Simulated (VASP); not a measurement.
# Rh (P6_3/mmc) in VASP: further runs, part 2 of 2

VASP 6.6.1. The steps go on from the part before.

## (3) Single point, r2SCAN

This run uses another cell than the first one, of 13.49 Å³/atom.

Contents of POSCAR:

```
Rh
1.0
    2.6622884322     -0.0000002855      0.0000000000
   -1.3311439688      2.3056095573      0.0000000000
    0.0000000000      0.0000000000      8.7915711173
Rh
4
Direct
    0.0000000000      0.0000000000      0.0000000000
    0.3333333333      0.6666666667      0.2500000000
    0.0000000000      0.0000000000      0.5000000000
    0.6666666667      0.3333333333      0.7500000000
```

Contents of INCAR.step1:

```
SYSTEM = Rh
PREC = Accurate
ENCUT = 520
ISMEAR = 1
SIGMA = 0.3
LREAL = .False.
LASPH = .True.
NELM = 80
NBANDS = 38
GGA = PE
ALGO = Normal
EDIFF = 1E-4
LWAVE = .True.
LCHARG = .False.
```

Contents of INCAR.step2:

```
SYSTEM = Rh
PREC = Accurate
ENCUT = 520
EDIFF = 1E-6
ISMEAR = 1
SIGMA = 0.3
LREAL = .False.
LASPH = .True.
NELM = 80
ALGO = Normal
ISIF = 2
LWAVE = .False.
LCHARG = .False.
METAGGA = R2SCAN
LMIXTAU = .True.
NBANDS = 38
ISTART = 1
```

Contents of KPOINTS:

```
Automatic mesh
0
Gamma
  7 7 2
  0 0 0
```

Potentials or basis: VASP PAW PBE potentials, release 64 (Rh_pv).

On the command line:

```console
$ cat potpaw_PBE.64/Rh_pv/POTCAR > POTCAR
$ cp INCAR.step1 INCAR
$ mpirun -np 1 vasp_std > vasp.out
$ cp INCAR.step2 INCAR
$ mpirun -np 1 vasp_std > vasp.out
```

It took 4.1 min on 1 thread of Intel Xeon 8259CL, shared host; peak memory 0.15 GiB.

It converged, with:

| Property | Result |
| --- | --- |
| Free energy | -96.5648 eV |
| Pressure | 6.2 GPa |
| Band gap on the k mesh | zero (bands 30 and 31 overlap by 1.84 eV) |

Stress tensor (GPa, compression positive):
```
5.87 0.00 0.00
0.00 5.87 0.00
0.00 0.00 6.96
```

Levels at points of the mesh, in eV from the Fermi level:
| k point | band 29 | band 30 | band 31 | band 32 | band 33 | band 34 |
| --- | --- | --- | --- | --- | --- | --- |
| (0.00, 0.00, 0.00) | -1.56 | -0.93 | -0.93 | -0.41 | -0.41 | 0.40 |
| (0.00, 0.00, 0.50) | -1.25 | -1.25 | -1.21 | -1.21 | 0.04 | 0.04 |

Caveat: the k points lie up to 0.39 Å⁻¹ apart, too coarse for converged energies and pressures of a metal; the PAW data sets were made with another functional, which shifts forces and pressure a little.

## (4) Single point, r2SCAN

This run uses another cell than the first one, of 13.63 Å³/atom.

Contents of POSCAR:

```
Rh
1.0
    2.6712862877     -0.0000002865      0.0000000000
   -1.3356428958      2.3134019292      0.0000000000
    0.0000000000      0.0000000000      8.8216647809
Rh
4
Direct
    0.0000000000      0.0000000000      0.0000000000
    0.3333333333      0.6666666667      0.2500000000
    0.0000000000      0.0000000000      0.5000000000
    0.6666666667      0.3333333333      0.7500000000
```

Contents of INCAR.step1:

```
SYSTEM = Rh
  ALGO = Normal
  EDIFF = 1E-4
  ENCUT = 520
  GGA = PE
  ISMEAR = 1
  LASPH = .True.
  LCHARG = .False.
  LREAL = .False.
  LWAVE = .True.
  NBANDS = 38
  NELM = 100
  PREC = Accurate
  SIGMA = 0.3
```

Contents of INCAR.step2:

```
SYSTEM = Rh
  ALGO = Normal
  EDIFF = 1E-6
  ENCUT = 520
  ISIF = 2
  ISMEAR = 1
  ISTART = 1
  LASPH = .True.
  LCHARG = .False.
  LMIXTAU = .True.
  LREAL = .False.
  LWAVE = .False.
  METAGGA = R2SCAN
  NBANDS = 38
  NELM = 100
  PREC = Accurate
  SIGMA = 0.3
```

Contents of KPOINTS:

```
k-points
0
Gamma
  7 7 2
  0 0 0
```

Potentials or basis: VASP PAW PBE potentials, release 64 (Rh_pv).

On the command line:

```console
$ cat potpaw_PBE.64/Rh_pv/POTCAR > POTCAR
$ cp INCAR.step1 INCAR
$ mpirun -np 1 vasp_std > vasp.out
$ cp INCAR.step2 INCAR
$ mpirun -np 1 vasp_std > vasp.out
```

OUTCAR:

```text
SYSTEM = Rh
   EDIFF = 1E-6
   ENCUT = 520
   ISIF = 2
   ISMEAR = 1
   ISTART = 1
   LASPH = .True.
   LREAL = .False.
   METAGGA = R2SCAN
   NELM = 100
   PREC = Accurate

 ion  position               nearest neighbor table
   1  0.000  0.000  0.000-   2 2.69   4 2.69   4 2.69   2 2.69   4 2.69   2 2.69
   2  0.333  0.667  0.250-   1 2.69   3 2.69   1 2.69   3 2.69   1 2.69   3 2.69
   3  0.000  0.000  0.500-   2 2.69   4 2.69   4 2.69   2 2.69   4 2.69   2 2.69
   4  0.667  0.333  0.750-   1 2.69   3 2.69   1 2.69   3 2.69   1 2.69   3 2.69

[... 849 lines left out ...]
  --------------------------------------------------------------------------------------
  -------------------------------------------------------------------------------------
  Total        0.9415003      0.9415003      1.3179841     -0.0000000      0.0000000      0.0000000
  in kB       27.6699891     27.6699891     38.7345677     -0.0000000      0.0000000      0.0000000
  external PRESSURE =      31.3581820 kB  Pullay stress =       0.0000000 kB

 VOLUME and BASIS-vectors are now :
 -----------------------------------------------------------------------------
  energy-cutoff  :      520.00
  volume of cell :       54.52
      direct lattice vectors                 reciprocal lattice vectors
     2.671286288 -0.000000286  0.000000000     0.374351512  0.216131893  0.000000000
    -1.335642896  2.313401929  0.000000000     0.000000046  0.432263866  0.000000000
     0.000000000  0.000000000  8.821664781     0.000000000  0.000000000  0.113357289

 POSITION                                       TOTAL-FORCE (eV/Angst)
 -----------------------------------------------------------------------------------
      0.00000      0.00000      0.00000         0.000000     -0.000000      0.000000
      0.00000      1.54227      2.20542         0.000000      0.000000      0.000000
      0.00000      0.00000      4.41083         0.000000     -0.000000      0.000000
      1.33564      0.77113      6.61625        -0.000000     -0.000000     -0.000000
 -----------------------------------------------------------------------------------
    total drift:                                0.000000     -0.000000      0.000000

  FREE ENERGIE OF THE ION-ELECTRON SYSTEM (eV)
  ---------------------------------------------------
  free  energy   TOTEN  =       -96.5812421692 eV

  energy  without entropy=      -96.5914854362  energy(sigma->0) =      -96.58465659
```

It took 3.3 min on 1 thread of Intel Xeon 8259CL, shared host; peak memory 0.15 GiB.

What came out:

```
Free energy            : -96.5812 eV
Pressure               : 3.1 GPa
Band gap on the k mesh : zero (bands 30 and 31 overlap by 1.81 eV)
```

Caveat: the k points lie up to 0.39 Å⁻¹ apart, too coarse for converged energies and pressures of a metal; the PAW data sets were made with another functional, which shifts forces and pressure a little.

## (5) Single point, r2SCAN

This run uses another cell than the first one, of 13.72 Å³/atom.

Contents of POSCAR:

```
Rh
1.0
    2.6774392635     -0.0000002871      0.0000000000
   -1.3387193831      2.3187305629      0.0000000000
    0.0000000000      0.0000000000      8.8426349767
Rh
4
Direct
    0.0000000000      0.0000000000      0.0000000000
    0.3333333333      0.6666666667      0.2500000000
    0.0000000000      0.0000000000      0.5000000000
    0.6666666667      0.3333333333      0.7500000000
```

Contents of INCAR.step1:

```
PREC = Accurate
ENCUT = 520
ISMEAR = 1
SIGMA = 0.3
LREAL = False
LASPH = True
NELM = 60
NBANDS = 38
GGA = PE
ALGO = Normal
EDIFF = 1E-4
LWAVE = True
LCHARG = False
```

Contents of INCAR.step2:

```
PREC = Accurate
ENCUT = 520
EDIFF = 1E-7
ISMEAR = 1
SIGMA = 0.3
LREAL = False
LASPH = True
NELM = 60
ALGO = Normal
ISIF = 2
LWAVE = False
LCHARG = True
METAGGA = R2SCAN
LMIXTAU = True
LELF = True
LVHAR = True
NBANDS = 38
ISTART = 1
```

Contents of KPOINTS:

```
Automatic mesh
0
Gamma
  7 7 2
```

On the command line:

```console
$ cat potpaw_PBE.64/Rh_pv/POTCAR > POTCAR
$ cp INCAR.step1 INCAR
$ mpirun -np 1 vasp_std > vasp.out
$ cp INCAR.step2 INCAR
$ mpirun -np 1 vasp_std > vasp.out
```

It took 3.8 min on 1 thread of Intel Xeon 8259CL, shared host; peak memory 0.15 GiB.

The run converged. Its results:

```
Free energy            : -96.5865 eV
Pressure               : 1.1 GPa
Band gap on the k mesh : zero (bands 30 and 31 overlap by 1.79 eV)
```

Stress tensor (GPa, compression positive):
```
0.73 0.00 0.00
0.00 0.73 0.00
0.00 0.00 1.83
```

Levels at points of the mesh, in eV from the Fermi level:
| k point | band 28 | band 29 | band 30 | band 31 | band 32 | band 33 | band 34 | band 35 |
| --- | --- | --- | --- | --- | --- | --- | --- | --- |
| (0.00, 0.00, 0.00) | -1.52 | -1.52 | -0.91 | -0.91 | -0.40 | -0.40 | 0.39 | 0.39 |
| (0.00, 0.00, 0.50) | -1.22 | -1.22 | -1.22 | -1.17 | -1.17 | 0.04 | 0.04 | 0.04 |

Caveat: the k points lie up to 0.39 Å⁻¹ apart, too coarse for converged energies and pressures of a metal; the PAW data sets were made with another functional, which shifts forces and pressure a little.

## (6) Overview

| cell | gap on the mesh (eV) | pressure (GPa) |
| --- | --- | --- |
| a = 2.649, b = 2.649, c = 8.745 Å, angles 90.0, 90.0, 120.0°, 4 atoms | none | 11.3 |
| a = 2.662, b = 2.662, c = 8.792 Å, angles 90.0, 90.0, 120.0°, 4 atoms | none | 6.2 |
| a = 2.671, b = 2.671, c = 8.822 Å, angles 90.0, 90.0, 120.0°, 4 atoms | none | 3.1 |
| a = 2.677, b = 2.677, c = 8.843 Å, angles 90.0, 90.0, 120.0°, 4 atoms | none | 1.1 |

Alike in all rows: task single point; level r2SCAN; potentials or basis VASP PAW PBE potentials, release 64 (Rh_pv); no spin polarisation; k mesh 7 × 7 × 2; cutoff (eV) 520; smearing methfessel-paxton 0.3 eV.

Caveats: all runs use coarse meshes; the PAW data sets were made with another functional, which shifts forces and pressure a little.

Absolute energies hang on the potentials; compare differences alone.
